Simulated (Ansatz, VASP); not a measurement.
## ZnO in VASP and in Ansatz

```
Zn O
1.0
     2.64617    0.00000    0.00000
     0.00000    2.64617    0.00000
     0.00000    0.00000    2.64617
Zn O
1 1
Direct
  0.00000 0.00000 0.00000
  0.50000 0.50000 0.50000
```

Alike in both runs: task single point; functional PBE; k mesh 6 × 6 × 6; occupations fermi-dirac, width 0.2 eV; no spin polarisation.

|  | VASP | Ansatz |
| --- | --- | --- |
| version | VASP 6.6.1 | Ansatz 0.2.0 |
| potentials or method | VASP PAW PBE potentials, release 64 (Zn, O) | plane waves |
| plane-wave cutoff (eV) | 600 | 420 |
| valence electrons in the cell | 18 | 18 |

VASP gave:

| Item | Value |
| --- | --- |
| pressure (GPa) | 9.2 |

Problem. Which values does Ansatz return?

Solution. Pressure (GPa): 8.6.

The functional is the same, so the differences come from potentials, cutoffs and numerics.

The k mesh is coarse, so the values compare programs but aren't converged.
